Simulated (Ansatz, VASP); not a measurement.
Al in VASP and in Ansatz

INCAR

```
PREC = Accurate ; ENCUT = 520
EDIFF = 1E-6 ; ISMEAR = 0
SIGMA = 0.15 ; LREAL = F
LASPH = T ; NELM = 100
ALGO = Fast ; ISIF = 2
LWAVE = F ; LCHARG = F
GGA = PS ; IVDW = 12
NBANDS = 14
```

The input KPOINTS:

```
regular mesh
0
Gamma
  18 18 6
```

The input POSCAR:

```
Al
1.0
    2.7791363989      0.0000000000      0.0000000000
   -1.3895681994      2.4068027220      0.0000000000
    0.0000000000      0.0000000000      8.5886431271
Al
4
Direct
    0.0000000000      0.0000000000      0.0000000000
    0.3333333333      0.6666666667      0.2500000000
    0.0000000000      0.0000000000      0.5000000000
    0.6666666667      0.3333333333      0.7500000000
```

Input for Ansatz:

```yaml
crystal:
  lattice:
    - [2.7791363989, 0.0, 0.0]
    - [-1.3895681994, 2.406802722, 0.0]
    - [0.0, 0.0, 8.5886431271]
  atoms:
    - { symbol: Al, position: [0.0, 0.0, 0.0] }
    - { symbol: Al, position: [0.3333333333, 0.6666666667, 0.25] }
    - { symbol: Al, position: [0.0, 0.0, 0.5] }
    - { symbol: Al, position: [0.6666666667, 0.3333333333, 0.75] }
basis:
  ecutwfc: 420
kpoints:
  mp_grid: { grid: [18, 18, 6] }
hamiltonian:
  xc: pbesol
  pseudopotentials: { kind: paw, azcp: { folder: soft_1 } }
  dispersion: d3bj
scf:
  occupations: { method: gaussian, width: 0.15 }
output:
  forces: true
  stress: true
  eigenvalues: true
  write_density: true
  write_potential: true
  elf: true
  volumetric_format: npy
```

Alike in both runs: task single point; functional PBEsol; dispersion D3(BJ); k mesh 18 × 18 × 6; occupations gaussian, width 0.15 eV; no spin polarisation.

|  | VASP | Ansatz |
| --- | --- | --- |
| version | VASP 6.6.1 | Ansatz 0.2.0 |
| potentials or method | VASP PAW PBE potentials, release 64 (Al), cutoff 520 eV | scalar-relativistic, plane waves, PAW |
| valence electrons in the cell | 12 | 12 |

Ansatz gave:

| Property | Result |
| --- | --- |
| gap on the k mesh at the Fermi level (eV) | none |
| pressure (GPa) | 9.4 |
| traceless stress, the component that is largest in VASP (GPa) | 5.09 |

Q: Estimate VASP's values.

A: gap on the k mesh at the Fermi level (eV): none; pressure (GPa): 9.6; traceless stress, the component that is largest in VASP (GPa): 5.12.

VASP's potentials were made for PBE, not for PBEsol, and Ansatz warns of the same on its side. A gap of «none» marks a metal or a gap that the smearing closes.
